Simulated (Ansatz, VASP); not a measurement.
Cs2Cd: VASP beside Ansatz

```xyz
3
Lattice="0.0000 4.7836 4.7836 4.7836 0.0000 4.7836 4.7836 4.7836 0.0000" Properties=species:S:1:pos:R:3 pbc="T T T"
Cs    2.3918    2.3918    2.3918
Cs    7.1754    7.1754    7.1754
Cd    4.7836    4.7836    4.7836
```

Alike in both runs: functional PBE; k mesh 10 × 10 × 10; occupations gaussian, width 0.1 eV; no spin polarisation.

Ansatz relaxed the structure, and its values are those at the end. VASP's run is a single point on that final structure, the one shown.

```csv
,VASP,Ansatz
version,VASP 6.6.1,Ansatz 0.2.0
potentials or method,"VASP PAW PBE potentials, release 64 (Cs_sv, Cd), cutoff 520 eV","scalar-relativistic, plane waves, PAW"
valence electrons in the cell,30,38
```

```tsv
	VASP	Ansatz	Ansatz less VASP
gap on the k mesh at the Fermi level (eV)	none	none	-
pressure (GPa)	0.0	0.0	0.00
```

A gap of «none» marks a metal or a gap that the smearing closes. VASP's potentials hold 30 valence electrons a cell and Ansatz's 38, so a difference there can come from the potentials and not from the codes.

Neither program's run includes spin-orbit coupling.
